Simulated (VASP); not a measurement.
Here is a VASP 6.6.1 calculation.

Contents of INCAR:

```
ALGO     = Normal         # electronic algorithm
EDIFF    = 1E-6           # SCF threshold, eV
ENCUT    = 600            # plane-wave cutoff, eV
GGA      = PE             # functional
GGA_COMPAT= F            
ISIF     = 2              # what is computed and relaxed
ISMEAR   = 0              # smearing method
LASPH    = T              # aspherical terms in the spheres
LCHARG   = T              # write CHGCAR
LELF     = T              # ELF
LREAL    = F              # projectors in reciprocal space
LVHAR    = T            
LWAVE    = F              # write WAVECAR
NBANDS   = 34             # bands
NELM     = 120            # most SCF steps
PREC     = Accurate       # precision mode
SIGMA    = 0.1            # smearing width, eV
```

KPOINTS

```
k-points
0
Gamma
  6 6 6
```

Contents of POSCAR:

```
Cd2SO
1.0
   -3.0666682042      3.0666682042      4.2148676174
    3.0666682042     -3.0666682042      4.2148676174
    3.0666682042      3.0666682042     -4.2148676174
Cd S O
2 1 1
Direct
    0.7709153568      0.7709153568      0.0000000000
    0.2290846432      0.2290846432      0.0000000000
    0.5000000000      0.5000000000      0.0000000000
    0.0000000000      0.0000000000      0.0000000000
```

Potentials or basis: VASP PAW PBE potentials, release 64 (Cd_sv_GW, S, O).

The run is started by

```console
$ cat potpaw_PBE.64/Cd_sv_GW/POTCAR potpaw_PBE.64/S/POTCAR potpaw_PBE.64/O/POTCAR > POTCAR
$ mpirun -np 1 vasp_std > vasp.out
```

Q: Estimate the largest force.

A: 0.043 eV/Å.

Q: Estimate the band gap on the k mesh.

A: 0.32 eV (least direct gap 0.65 eV).

Q: What does it give for the pressure?

A: 0.0 GPa.

Forces in eV/Å, atoms in the order of the input:
```
Cd   0.000  0.000 -0.043
Cd   0.000  0.000  0.043
S    0.000  0.000  0.000
O    0.000  0.000  0.000
```

A k mesh can miss the band edges.
